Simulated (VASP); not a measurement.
# KMgF3 (P4/mmm) in VASP: a series of runs

The runs below take KMgF3 through single point, with PBE.

All numbers are computed with VASP 6.6.1; they aren't measurements. Logs are shortened: lines on timing, memory, paths and dates and some standing lists are left out, and cuts for length are marked.

## Step 1: The cell of the first run

Symmetry: P4/mmm, No. 123, tetragonal system. The conventional cell has a = 4.041 Å, b = 4.041 Å, c = 3.879 Å, α = 90.00°, β = 90.00°, γ = 90.00°. Within 3.7 Å of K (site symmetry 4/mmm) lie 12 F at 2.80 to 2.86 Å and 8 Mg at 3.45 Å. Mg (site symmetry 4/mmm) has 6 F at 1.94 to 2.02 Å within 2.6 Å. F (site symmetry mmm) has 2 Mg at 2.02 Å within 2.7 Å. Within 2.6 Å of F (site symmetry 4/mmm) lie 2 Mg at 1.94 Å.

## Step 2: Single point, PBE

Input file INCAR:

```
PREC     = Accurate       # precision mode
ENCUT    = 520            # plane-wave cutoff, eV
EDIFF    = 1E-6           # SCF threshold, eV
ISMEAR   = 0              # smearing method
SIGMA    = 0.05           # smearing width, eV
LREAL    = False          # projectors in reciprocal space
LASPH    = True           # aspherical terms in the spheres
NELM     = 100            # most SCF steps
ALGO     = Normal         # electronic algorithm
ISIF     = 2              # what is computed and relaxed
LWAVE    = False          # write WAVECAR
LCHARG   = True           # write CHGCAR
GGA      = PE             # functional
LELF     = True           # ELF
LVHAR    = True         
NBANDS   = 24             # bands
```

Input file KPOINTS:

```
regular mesh
0
Gamma
  6 6 6
```

Input file POSCAR:

```
KMgF3
1.0
    4.0405081557      0.0000000000      0.0000000000
    0.0000000000      4.0405081557      0.0000000000
    0.0000000000      0.0000000000      3.8788878295
K Mg F
1 1 3
Direct
    0.5000000000      0.5000000000      0.5000000000
    0.0000000000      0.0000000000      0.0000000000
    0.5000000000      0.0000000000      0.0000000000
    0.0000000000      0.5000000000      0.0000000000
    0.0000000000      0.0000000000      0.5000000000
```

Potentials or basis: VASP PAW PBE potentials, release 64 (K_sv, Mg, F).

Launch:

```console
> cat potpaw_PBE.64/K_sv/POTCAR potpaw_PBE.64/Mg/POTCAR potpaw_PBE.64/F/POTCAR > POTCAR
> mpirun -np 1 vasp_std > vasp.out
```

OUTCAR:

```text
PREC = Accurate
   ENCUT = 520
   EDIFF = 1E-6
   ISMEAR = 0
   LREAL = False
   LASPH = True
   NELM = 100
   ISIF = 2
   GGA = PE

 ion  position               nearest neighbor table
   1  0.500  0.500  0.500-   3 2.80   4 2.80   3 2.80   4 2.80   3 2.80   3 2.80   4 2.80   4 2.80
                             5 2.86   5 2.86   5 2.86   5 2.86   2 3.45   2 3.45   2 3.45   2 3.45
   2  0.000  0.000  0.000-   5 1.94   5 1.94   3 2.02   4 2.02   4 2.02   3 2.02   1 3.45   1 3.45
                             1 3.45   1 3.45   1 3.45   1 3.45   1 3.45   1 3.45
   3  0.500  0.000  0.000-   2 2.02   2 2.02   1 2.80   1 2.80   1 2.80   1 2.80
   4  0.000  0.500  0.000-   2 2.02   2 2.02   1 2.80   1 2.80   1 2.80   1 2.80
   5  0.000  0.000  0.500-   2 1.94   2 1.94   1 2.86   1 2.86   1 2.86   1 2.86

  LATTYP: Found a simple tetragonal cell.
 ALAT       =     4.0405081557
 C/A-ratio  =     0.9600000000

  Lattice vectors:

 A1 = (   4.0405081557,   0.0000000000,   0.0000000000)
 A2 = (   0.0000000000,   4.0405081557,   0.0000000000)
 A3 = (   0.0000000000,   0.0000000000,   3.8788878295)

Analysis of symmetry for initial positions (statically):
=====================================================================
 Subroutine PRICEL returns:
 Original cell was already a primitive cell.

 Routine SETGRP: Setting up the symmetry group for a
 simple tetragonal supercell.

 Subroutine GETGRP returns: Found 16 space group operations
 (whereof 16 operations were pure point group operations)
 out of a pool of 16 trial point group operations.

The static configuration has the point symmetry D_4h.

Analysis of symmetry for dynamics (positions and initial velocities):
=====================================================================
 Subroutine PRICEL returns:
 Original cell was already a primitive cell.

 Routine SETGRP: Setting up the symmetry group for a
 simple tetragonal supercell.

 Subroutine GETGRP returns: Found 16 space group operations
 (whereof 16 operations were pure point group operations)
 out of a pool of 16 trial point group operations.

The dynamic configuration has the point symmetry D_4h.

 Subroutine INISYM returns: Found 16 space group operations
 (whereof 16 operations are pure point group operations),
 and found     1 'primitive' translations

----------------------------------------------------------------------------------------

                                     Primitive cell

  volume of cell :      63.3256

  direct lattice vectors                    reciprocal lattice vectors
     4.040508156  0.000000000  0.000000000     0.247493622  0.000000000  0.000000000
     0.000000000  4.040508156  0.000000000     0.000000000  0.247493622  0.000000000
     0.000000000  0.000000000  3.878887829     0.000000000  0.000000000  0.257805857

  length of vectors
     4.040508156  4.040508156  3.878887829     0.247493622  0.247493622  0.257805857

  position of ions in fractional coordinates (direct lattice)
     0.500000000  0.500000000  0.500000000
     0.000000000  0.000000000  0.000000000
     0.500000000  0.000000000  0.000000000
     0.000000000  0.500000000  0.000000000
     0.000000000  0.000000000  0.500000000

  ion indices of the primitive-cell ions
   primitive index   ion index
                 1           1
                 2           2
                 3           3
                 4           4
                 5           5

----------------------------------------------------------------------------------------

 KPOINTS: regular mesh

Automatic generation of k-mesh.
 Grid dimensions read from file:
 generate k-points for:    6    6    6

 Generating k-lattice:

  Cartesian coordinates                     Fractional coordinates (reciprocal lattice)
     0.041248937  0.000000000  0.000000000     0.166666667  0.000000000  0.000000000
     0.000000000  0.041248937  0.000000000     0.000000000  0.166666667  0.000000000
     0.000000000  0.000000000  0.042967643     0.000000000  0.000000000  0.166666667

  Length of vectors
     0.041248937  0.041248937  0.042967643

  Shift w.r.t. Gamma in fractional coordinates (k-lattice)
     0.000000000  0.000000000  0.000000000

 Subroutine IBZKPT returns following result:
 ===========================================

 Found     40 irreducible k-points:

 Following reciprocal coordinates:
            Coordinates               Weight
  0.000000  0.000000  0.000000      1.000000
  0.166667  0.000000  0.000000      4.000000
  0.333333  0.000000  0.000000      4.000000
  0.500000  0.000000  0.000000      2.000000
  0.166667  0.166667  0.000000      4.000000
  0.333333  0.166667  0.000000      8.000000
[... 16 lines left out ...]
  0.333333  0.000000  0.333333      8.000000
  0.500000  0.000000  0.333333      4.000000
 [... further k-points ...]
   k-points           NKPTS =     40   k-points in BZ     NKDIM =     40   number of bands    NBANDS=     24
   number of dos      NEDOS =    301   number of ions     NIONS =      5
   total plane-waves  NPLWV =  27000
   dimension x,y,z NGX =    30 NGY =   30 NGZ =   30
   dimension x,y,z NGXF=    60 NGYF=   60 NGZF=   60
   ions per type =               1   1   3
   NGX,Y,Z   is equivalent  to a cutoff of  12.34, 12.34, 12.86 a.u.
   NGXF,Y,Z  is equivalent  to a cutoff of  24.69, 24.69, 25.72 a.u.
 SYSTEM =  unknown system
   PREC   = accura    normal or accurate (medium, high low for compatibility)
   ISTART =      0    job   : 0-new  1-cont  2-samecut
   ICHARG =      2    charge: 1-file 2-atom 10-const
   ISPIN  =      1    spin polarized calculation?
   LNONCOLLINEAR =      F non collinear calculations
   LSORBIT =      F    spin-orbit coupling
   LASPH  =      T    aspherical Exc in radial PAW
   ENCUT  =  520.0 eV  38.22 Ry    6.18 a.u.   7.51  7.51  7.21*2*pi/ulx,y,z
   NELM   =    100;   NELMIN=  2; NELMDL= -5     # of ELM steps
   EDIFF  = 0.1E-05   stopping-criterion for ELM
   LREAL  =      F    real-space projection
   EDIFFG = 0.1E-04   stopping-criterion for IOM
   NSW    =      0    number of steps for IOM
   IBRION =     -1    ionic relax: 0-MD 1-quasi-New 2-CG
   NFREE  =      0    steps in history (QN), initial steepest desc. (CG)
   ISIF   =      2    stress and relaxation
   ISYM   =      2    0-nonsym 1-usesym 2-fastsym
   POTIM  = 0.5000    time-step for ionic-motion
   TEBEG  =    0.0;   TEEND  =   0.0 temperature during run
   PSTRESS=    0.0 pullay stress
   NELECT =      32.0000    total number of electrons
   NUPDOWN=      -1.0000    fix difference up-down
   EMIN   =  10.00;   EMAX   =-10.00  energy-range for DOS
   EFERMI =   0.00;   METHOD = LEGACY
   ISMEAR =     0;   SIGMA  =   0.05  broadening in eV -4-tet -1-fermi 0-gaus
   EFERMI_NEDOS =   21; number of points for ismear=-14 and -15
   IALGO  =     38    algorithm
   IMIX   =      4    mixing-type and parameters
     AMIX     =   0.40;   BMIX     =  1.00
     AMIX_MAG =   1.60;   BMIX_MAG =  1.00
  volume/ion in A,a.u.               =      12.67        85.47
  Fermi-wavevector in a.u.,A,eV,Ry     =   1.303962  2.464132 23.134232  1.700318
  Thomas-Fermi vector in A             =   2.434930
   LORBIT       =      0    0 simple, 1 ext, 2 COOP (PROOUT), +10 PAW based schemes
   GGA     = PE    functional components
   LHFCALC =     F    Hartree Fock is set to
   AEXX    =    0.0000 exact exchange contribution
   IVDW    =     0    specifies the selected vdW correction
   LEPSILON=     F    determine dielectric tensor
   LRPA    =     F    only Hartree local field effects (RPA)
 non-spin polarized calculation
 Gauss-broadening in eV      SIGMA  =   0.05
  energy-cutoff  :      520.00
  volume of cell :       63.33
 maximum number of plane-waves:      1732
   NGX = 15   NGY = 15   NGZ = 15

 number of electron      31.9999984 magnetization

 Free energy of the ion-electron system (eV)
  ---------------------------------------------------
  ext. energy  EPLUGINS =         0.00000000
  ---------------------------------------------------
  free energy    TOTEN  =       -24.39081030 eV

  energy without entropy =      -24.39081030  energy(sigma->0) =      -24.39081030

 E-fermi :  -1.3568     XC(G=0):  -9.6832

 val. band max:       -1.5908174224   @ k =   0.5000   0.5000   0.5000
 cond. band min:       5.7002486110   @ k =   0.0000   0.0000   0.0000
 fundamental gap:      7.2910660334
 Fermi energy:        -1.3568141223

 k-point     1 :       0.0000    0.0000    0.0000
  band No.  band energies     occupation
      1     -27.2559      2.00000
      2     -21.7511      2.00000
      3     -21.0989      2.00000
      4     -21.0098      2.00000
      5     -10.7613      2.00000
      6     -10.7613      2.00000
[... 16 lines left out ...]
     23      12.4256      0.00000
     24      15.0717      0.00000

 k-point     2 :       0.1667    0.0000    0.0000
  band No.  band energies     occupation
      1     -27.2495      2.00000
      2     -21.7280      2.00000
      3     -21.1050      2.00000
      4     -21.0325      2.00000
      5     -10.7526      2.00000
      6     -10.7488      2.00000
[... 16 lines left out ...]
     23      12.4020      0.00000
     24      14.9597      0.00000

 k-point     3 :       0.3333    0.0000    0.0000
  band No.  band energies     occupation
      1     -27.2366      2.00000
      2     -21.6759      2.00000
      3     -21.1418      2.00000
      4     -21.0605      2.00000
      5     -10.7354      2.00000
      6     -10.7234      2.00000
[... 16 lines left out ...]
     23      12.3069      0.00000
     24      14.6448      0.00000

 k-point     4 :       0.5000    0.0000    0.0000
  band No.  band energies     occupation
      1     -27.2301      2.00000
      2     -21.6455      2.00000
      3     -21.1746      2.00000
      4     -21.0652      2.00000
      5     -10.7269      2.00000
      6     -10.7106      2.00000
[... 16 lines left out ...]
     23      12.6582      0.00000
     24      13.9008      0.00000

 k-point     5 :       0.1667    0.1667    0.0000
  band No.  band energies     occupation
      1     -27.2435      2.00000
      2     -21.7029      2.00000
      3     -21.1080      2.00000
      4     -21.0583      2.00000
      5     -10.7687      2.00000
      6     -10.7268      2.00000
[... 16 lines left out ...]
     23      12.4214      0.00000
     24      14.3741      0.00000

 k-point     6 :       0.3333    0.1667    0.0000
  band No.  band energies     occupation
      1     -27.2314      2.00000
      2     -21.6450      2.00000
      3     -21.1447      2.00000
      4     -21.0871      2.00000
      5     -10.7634      2.00000
      6     -10.7207      2.00000
[... 16 lines left out ...]
     23      12.4015      0.00000
     24      13.9541      0.00000
[... 379 lines left out ...]
 k-point    21 :       0.0000    0.0000    0.3333
  band No.  band energies     occupation
      1     -27.2303      2.00000
      2     -21.5943      2.00000
      3     -21.2674      2.00000
      4     -21.0009      2.00000
      5     -10.7414      2.00000
      6     -10.7107      2.00000
[... 16 lines left out ...]
     23      12.4682      0.00000
     24      15.1698      0.00000

 k-point    22 :       0.1667    0.0000    0.3333
  band No.  band energies     occupation
      1     -27.2254      2.00000
      2     -21.5712      2.00000
      3     -21.2612      2.00000
      4     -21.0256      2.00000
      5     -10.7748      2.00000
      6     -10.7153      2.00000
[... 16 lines left out ...]
     23      12.5763      0.00000
     24      14.2182      0.00000

 k-point    23 :       0.3333    0.0000    0.3333
  band No.  band energies     occupation
      1     -27.2158      2.00000
      2     -21.5220      2.00000
      3     -21.2356      2.00000
      4     -21.0909      2.00000
      5     -10.8103      2.00000
      6     -10.7555      2.00000
[... 16 lines left out ...]
     23      12.7933      0.00000
     24      13.2948      0.00000

 k-point    24 :       0.5000    0.0000    0.3333
  band No.  band energies     occupation
      1     -27.2109      2.00000
      2     -21.4960      2.00000
      3     -21.1891      2.00000
      4     -21.1588      2.00000
      5     -10.8050      2.00000
      6     -10.7984      2.00000
[... 16 lines left out ...]
     23      12.5358      0.00000
     24      13.5970      0.00000

 [... further k-points ...]
[... 5 lines left out ...]
  --------------------------------------------------------------------------------------
  -------------------------------------------------------------------------------------
  Total        0.8090156      0.8090156      2.5946683      0.0000000      0.0000000      0.0000000
  in kB       20.4686062     20.4686062     65.6467513      0.0000000      0.0000000      0.0000000
  external PRESSURE =      35.5279879 kB  Pullay stress =       0.0000000 kB

 VOLUME and BASIS-vectors are now :
 -----------------------------------------------------------------------------
  energy-cutoff  :      520.00
  volume of cell :       63.33
      direct lattice vectors                 reciprocal lattice vectors
     4.040508156  0.000000000  0.000000000     0.247493622  0.000000000  0.000000000
     0.000000000  4.040508156  0.000000000     0.000000000  0.247493622  0.000000000
     0.000000000  0.000000000  3.878887829     0.000000000  0.000000000  0.257805857

 POSITION                                       TOTAL-FORCE (eV/Angst)
 -----------------------------------------------------------------------------------
      2.02025      2.02025      1.93944         0.000000      0.000000      0.000000
      0.00000      0.00000      0.00000         0.000000      0.000000      0.000000
      2.02025      0.00000      0.00000         0.000000      0.000000      0.000000
      0.00000      2.02025      0.00000         0.000000      0.000000      0.000000
      0.00000      0.00000      1.93944         0.000000      0.000000      0.000000
 -----------------------------------------------------------------------------------
    total drift:                                0.000000     -0.000000      0.000000

  FREE ENERGIE OF THE ION-ELECTRON SYSTEM (eV)
  ---------------------------------------------------
  free  energy   TOTEN  =       -24.3908103000 eV

  energy  without entropy=      -24.3908103000  energy(sigma->0) =      -24.39081030
```

It used 34 s of CPU time on 1 thread of Intel(R) Xeon(R) Platinum 8488C (Sapphire Rapids), on a shared host.

Results:

```yaml
Free_energy: -24.3908 eV
Pressure: 3.6 GPa
Band_gap_on_the_k_mesh: 7.29 eV, indirect (least direct gap 7.62 eV)
```

## Step 3: Single point, PBE

This run uses another cell than the first one, of the same volume but with other edges.

Input file INCAR:

```
SYSTEM = KMgF3
PREC = Accurate
ENCUT = 520
EDIFF = 1E-6
ISMEAR = 0
SIGMA = 0.05
LREAL = .False.
LASPH = .True.
NELM = 100
ALGO = Normal
ISIF = 2
LWAVE = .False.
LCHARG = .False.
GGA = PE
NBANDS = 24
```

Input file KPOINTS:

```
regular mesh
0
Gamma
  6 6 6
  0 0 0
```

Edit POSCAR of step 2 so:

```diff
@@ -2,5 +2,5 @@
 1.0
-    4.0405081557      0.0000000000      0.0000000000
-    0.0000000000      4.0405081557      0.0000000000
-    0.0000000000      0.0000000000      3.8788878295
+    3.9216000464      0.0000000000      0.0000000000
+    0.0000000000      3.9216000464      0.0000000000
+    0.0000000000      0.0000000000      4.1176800487
 K Mg F
```

Potentials or basis: VASP PAW PBE potentials, release 64 (K_sv, Mg, F).

Launch:

```console
> cat potpaw_PBE.64/K_sv/POTCAR potpaw_PBE.64/Mg/POTCAR potpaw_PBE.64/F/POTCAR > POTCAR
> mpirun -np 1 vasp_std > vasp.out
```

OUTCAR:

```text
SYSTEM = KMgF3
   PREC = Accurate
   ENCUT = 520
   EDIFF = 1E-6
   ISMEAR = 0
   LREAL = .False.
   LASPH = .True.
   NELM = 100
   ISIF = 2
   GGA = PE

 ion  position               nearest neighbor table
   1  0.500  0.500  0.500-   5 2.77   5 2.77   5 2.77   5 2.77   4 2.84   3 2.84   4 2.84   3 2.84
                             4 2.84   3 2.84   4 2.84   3 2.84   2 3.45   2 3.45   2 3.45   2 3.45
   2  0.000  0.000  0.000-   3 1.96   4 1.96   4 1.96   3 1.96   5 2.06   5 2.06   1 3.45   1 3.45
                             1 3.45   1 3.45   1 3.45   1 3.45   1 3.45   1 3.45
[... 857 lines left out ...]
  -------------------------------------------------------------------------------------
  Total        2.0633262      2.0633262      0.1677951      0.0000000      0.0000000      0.0000000
  in kB       52.2034599     52.2034599      4.2453226      0.0000000      0.0000000      0.0000000
  external PRESSURE =      36.2174142 kB  Pullay stress =       0.0000000 kB

 VOLUME and BASIS-vectors are now :
 -----------------------------------------------------------------------------
  energy-cutoff  :      520.00
  volume of cell :       63.33
      direct lattice vectors                 reciprocal lattice vectors
     3.921600046  0.000000000  0.000000000     0.254997957  0.000000000  0.000000000
     0.000000000  3.921600046  0.000000000     0.000000000  0.254997957  0.000000000
     0.000000000  0.000000000  4.117680049     0.000000000  0.000000000  0.242855197

 POSITION                                       TOTAL-FORCE (eV/Angst)
 -----------------------------------------------------------------------------------
      1.96080      1.96080      2.05884         0.000000      0.000000      0.000000
      0.00000      0.00000      0.00000         0.000000      0.000000      0.000000
      1.96080      0.00000      0.00000         0.000000      0.000000      0.000000
      0.00000      1.96080      0.00000         0.000000      0.000000      0.000000
      0.00000      0.00000      2.05884         0.000000      0.000000      0.000000
 -----------------------------------------------------------------------------------
    total drift:                                0.000000     -0.000000      0.000000

  FREE ENERGIE OF THE ION-ELECTRON SYSTEM (eV)
  ---------------------------------------------------
  free  energy   TOTEN  =       -24.3832095981 eV

  energy  without entropy=      -24.3832095981  energy(sigma->0) =      -24.38320960
```

It used 34 s of CPU time on 1 thread of Intel(R) Xeon(R) Platinum 8488C (Sapphire Rapids), with other jobs on the host.

What came out:

- Free energy: -24.3832 eV
- Pressure: 3.6 GPa
- Band gap on the k mesh: 7.27 eV, indirect (least direct gap 7.61 eV)

Levels at points of the mesh, in eV from the valence-band top:
| k point | band 13 | band 14 | band 15 | band 16 | band 17 | band 18 | band 19 | band 20 |
| --- | --- | --- | --- | --- | --- | --- | --- | --- |
| (0.00, 0.00, 0.00) | -0.62 | -0.35 | -0.34 | -0.34 | 7.27 | 9.95 | 10.16 | 12.11 |
| (0.50, 0.00, 0.00) | -0.95 | -0.88 | -0.55 | -0.55 | 10.15 | 10.44 | 11.21 | 12.56 |
| (0.50, 0.50, 0.00) | -1.18 | -0.77 | -0.77 | -0.01 | 10.92 | 11.83 | 12.58 | 12.58 |
| (0.00, 0.00, 0.50) | -0.73 | -0.73 | -0.56 | -0.56 | 9.97 | 10.35 | 10.86 | 12.80 |
| (0.50, 0.00, 0.50) | -1.01 | -1.00 | -0.94 | -0.08 | 10.85 | 11.59 | 12.46 | 12.61 |
| (0.50, 0.50, 0.50) | -1.07 | -0.04 | -0.04 | 0.00 | 10.41 | 10.41 | 10.41 | 13.57 |

 A k mesh can miss the band edges.
